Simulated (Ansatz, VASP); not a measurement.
## Two plane-wave programs on HfSeS4

```
Hf Se S
1.0
     0.00000    4.46900    4.46900
     4.46900    0.00000    4.46900
     4.46900    4.46900    0.00000
Hf Se S
1 1 4
Direct
  0.00000 0.00000 0.00000
  0.50000 0.50000 0.50000
  0.35910 0.35910 0.92270
  0.35910 0.92270 0.35910
  0.92270 0.35910 0.35910
  0.35910 0.35910 0.35910
```

Change from the starting cell: species swapped into the RbBH4 type (F-43m, No. 216).

Alike in both runs: functional PBE; k mesh 8 × 8 × 8; occupations gaussian, width 0.1 eV; no spin polarisation.

Ansatz relaxed the structure, and its values are those at the end. VASP's run is a single point on that final structure, the one shown.

|  | VASP | Ansatz |
| --- | --- | --- |
| version | VASP 6.6.1 | Ansatz 0.2.0 |
| potentials or method | VASP PAW PBE potentials, release 64 (Hf_pv, Se, S), cutoff 520 eV | scalar-relativistic, plane waves, PAW |
| valence electrons in the cell | 40 | 66 |

|  | VASP | Ansatz | Ansatz less VASP |
| --- | --- | --- | --- |
| gap on the k mesh at the Fermi level (eV) | none | none | - |
| pressure (GPa) | -0.1 | 0.0 | +0.11 |
| rms of the force components (eV/Å) | 0.022 | 0.001 | -0.0212 |

A gap of «none» marks a metal or a gap that the smearing closes. VASP's potentials hold 40 valence electrons a cell and Ansatz's 66, so a difference there can come from the potentials and not from the codes.

Spin-orbit coupling is off throughout.
